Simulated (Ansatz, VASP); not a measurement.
Two plane-wave programs on AlN

The input POSCAR:

```
AlN
1.0
   -3.1066653375      0.0000000000      0.0000000000
   -1.5533326688     -2.6904511034      0.0000000000
   -4.2718201724     -2.4663365264      9.9568096770
Al N
4 4
Direct
   -0.4959102334     -0.4959102334      0.9045964511
   -0.0375602334     -0.0375602334      0.4045964511
    0.5249480999      0.5249480999      0.1545964511
    0.0665980999      0.0665980999      0.6545964511
    0.2458769001      0.2458769001      0.0954035489
   -0.2124730999     -0.2124730999      0.5954035489
    0.3500352334      0.3500352334      0.3454035489
   -0.1083147666     -0.1083147666      0.8454035489
```

INCAR.step1

```
SYSTEM = AlN
ALGO = Normal ; EDIFF = 1E-4
ENCUT = 520 ; GGA = PE
ISMEAR = 0 ; LASPH = .TRUE.
LCHARG = .FALSE. ; LREAL = .FALSE.
LWAVE = .TRUE. ; NBANDS = 26
NELM = 60 ; PREC = Accurate
SIGMA = 0.05
```

The input INCAR.step2:

```
SYSTEM = AlN
ALGO = Normal ; EDIFF = 1E-7
ENCUT = 520 ; ISIF = 2
ISMEAR = 0 ; ISTART = 1
LASPH = .TRUE. ; LCHARG = .FALSE.
LMIXTAU = .TRUE. ; LREAL = .FALSE.
LWAVE = .FALSE. ; METAGGA = R2SCAN
NBANDS = 26 ; NELM = 60
PREC = Accurate ; SIGMA = 0.05
```

File KPOINTS:

```
k-points
0
G
  8 8 3
  0 0 0
```

Input for Ansatz:

```yaml
crystal:
  lattice:
    - [-3.1066653375, 0.0, 0.0]
    - [-1.5533326688, -2.6904511034, 0.0]
    - [-4.2718201724, -2.4663365264, 9.956809677]
  atoms:
    - { symbol: Al, position: [-0.4959102334, -0.4959102334, 0.9045964511] }
    - { symbol: Al, position: [-0.0375602334, -0.0375602334, 0.4045964511] }
    - { symbol: Al, position: [0.5249480999, 0.5249480999, 0.1545964511] }
    - { symbol: Al, position: [0.0665980999, 0.0665980999, 0.6545964511] }
    - { symbol: "N", position: [0.2458769001, 0.2458769001, 0.0954035489] }
    - { symbol: "N", position: [-0.2124730999, -0.2124730999, 0.5954035489] }
    - { symbol: "N", position: [0.3500352334, 0.3500352334, 0.3454035489] }
    - { symbol: "N", position: [-0.1083147666, -0.1083147666, 0.8454035489] }
basis:
  ecutwfc: 500
kpoints:
  mp_grid: { grid: [8, 8, 3] }
hamiltonian:
  xc: r2scan
scf:
  occupations: { method: gaussian, width: 0.05 }
output:
  forces: true
  stress: true
  eigenvalues: true
```

Alike in both runs: task single point; functional r2SCAN; k mesh 8 × 8 × 3; occupations gaussian, width 0.05 eV; no spin polarisation.

```csv
,VASP,Ansatz
version,VASP 6.6.1,Ansatz 0.2.0
potentials or method,"VASP PAW PBE potentials, release 64 (Al, N), cutoff 520 eV","scalar-relativistic, plane waves, PAW"
valence electrons in the cell,32,32
```

Ansatz gave:

| Quantity | Value |
| --- | --- |
| gap on the k mesh at the Fermi level (eV) | 4.67 |
| least direct gap on the mesh (eV) | 4.67 |
| pressure (GPa) | -0.4 |
| traceless stress, the component that is largest in VASP (GPa) | -3.94 |
| rms of the force components (eV/Å) | 0.277 |

Estimate VASP's values.

gap on the k mesh at the Fermi level (eV): 4.70; least direct gap on the mesh (eV): 4.70; pressure (GPa): -0.8; traceless stress, the component that is largest in VASP (GPa): -3.96; rms of the force components (eV/Å): 0.278.

VASP's potentials were made for PBE, not for r2SCAN. Atom by atom the forces differ by 0.002 eV/Å (rms over components).
